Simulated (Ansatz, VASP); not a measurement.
BiRu: VASP beside Ansatz

```
Ru Bi
1.0
     0.00000    2.71254    2.71254
     2.71254    0.00000    2.71254
     2.71254    2.71254    0.00000
Ru Bi
1 1
Cartesian
  0.0000 0.0000 0.0000
  2.7125 2.7125 2.7125
```

Alike in both runs: functional LDA; k mesh 13 × 13 × 13; occupations fermi-dirac, width 0.08 eV; no spin polarisation.

Ansatz relaxed the structure, and its values are those at the end. VASP's run is a single point on that final structure, the one shown.

```csv
,VASP,Ansatz
version,VASP 6.6.1,Ansatz 0.2.0
potentials or method,"VASP PAW LDA potentials, release 64 (Ru_pv, Bi_d)","PAW with Ansatz's default frozen-core files, scalar-relativistic"
plane-wave cutoff (eV),520,420
valence electrons in the cell,29,31
```

```csv
,VASP,Ansatz,Ansatz less VASP
pressure (GPa),0.4,0.0,-0.40
```

LDA's correlation is that of Perdew and Zunger in VASP and of Perdew and Wang (1992) in Ansatz. VASP's potentials hold 29 valence electrons a cell and Ansatz's 31, so a difference there can come from the potentials and not from the codes.

Spin-orbit coupling is off throughout.
